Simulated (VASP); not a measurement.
**LuGa2Os2: single point with RPBE**

Crystal: LuGa2Os2.

```
CELL_PARAMETERS angstrom
0.00000 4.23555 0.00000
4.23555 0.00000 0.00000
2.11777 2.11777 -4.92130
ATOMIC_POSITIONS crystal
Os 0.75000 0.25000 0.50000
Os 0.25000 0.75000 0.50000
Lu 0.00000 0.00000 0.00000
Ga 0.37500 0.37500 0.25000
Ga 0.62500 0.62500 0.75000
```

- Program: VASP 6.6.1
- Task: single point
- Functional: RPBE
- Potentials or basis: VASP PAW PBE potentials, release 64 (Os_sv_GW, Lu, Ga_d)
- Cutoff: 560 eV
- k mesh: 5 × 5 × 5
- Occupations: tetrahedron
- Spin: no spin polarisation

The pressure is 5.7 GPa. The largest force is 0.787 eV/Å. The band gap on the k mesh is zero (an odd number of electrons rules out a gap without spin polarisation).

Forces on the atoms (eV/Å):
```
Os   0.000  0.000  0.000
Os   0.000  0.000  0.000
Lu   0.000  0.000  0.000
Ga   0.000  0.000  0.787
Ga   0.000  0.000 -0.787
```

Stress tensor (GPa, compression positive):
```
4.65 0.00 0.00
0.00 4.65 0.00
0.00 0.00 7.68
```

Levels at points of the mesh, in eV from the Fermi level:
| k point | band 39 | band 40 | band 41 | band 42 | band 43 | band 44 |
| --- | --- | --- | --- | --- | --- | --- |
| (0.00, 0.00, 0.00) | -0.51 | 0.06 | 0.11 | 0.11 | 0.39 | 0.84 |

Run time: 94 s on 1 thread of Intel(R) Xeon(R) Platinum 8375C CPU @ 2.90GHz (Ice Lake), with other jobs on the host, peak memory 0.29 GiB.

Caveat: the cell stands under pressure; the PAW data sets were made with another functional, which shifts forces and pressure a little; spin-orbit coupling is left out, which moves the levels of the heavy elements; tetrahedron occupations give inexact forces and stress in metals.
